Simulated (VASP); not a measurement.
Input of a VASP 6.6.1 run:

The input INCAR:

```
ALGO = Normal
EDIFF = 1E-6
ENCUT = 520
GGA = PS
ISIF = 2
ISMEAR = -1
LASPH = True
LCHARG = False
LREAL = False
LWAVE = False
NBANDS = 10
NELM = 60
PREC = Accurate
SIGMA = 0.05
```

Contents of KPOINTS:

```
k-points
0
Gamma
  8 8 8
```

Contents of POSCAR:

```
Rb
1.0
   -2.7910170000      2.7910170000      2.7910170000
    2.7910170000     -2.7910170000      2.7910170000
    2.7910170000      2.7910170000     -2.7910170000
Rb
1
Direct
    0.0000000000      0.0000000000      0.0000000000
```

Potentials or basis: VASP PAW PBE potentials, release 64 (Rb_sv).

The run is started by

```bash
$ cat potpaw_PBE.64/Rb_sv/POTCAR > POTCAR
$ mpirun -np 1 vasp_std > vasp.out
```

(1) Predict the pressure.

Results:

(1) 0.0 GPa.

Caveat: the PAW data sets were made with another functional, which shifts forces and pressure a little.
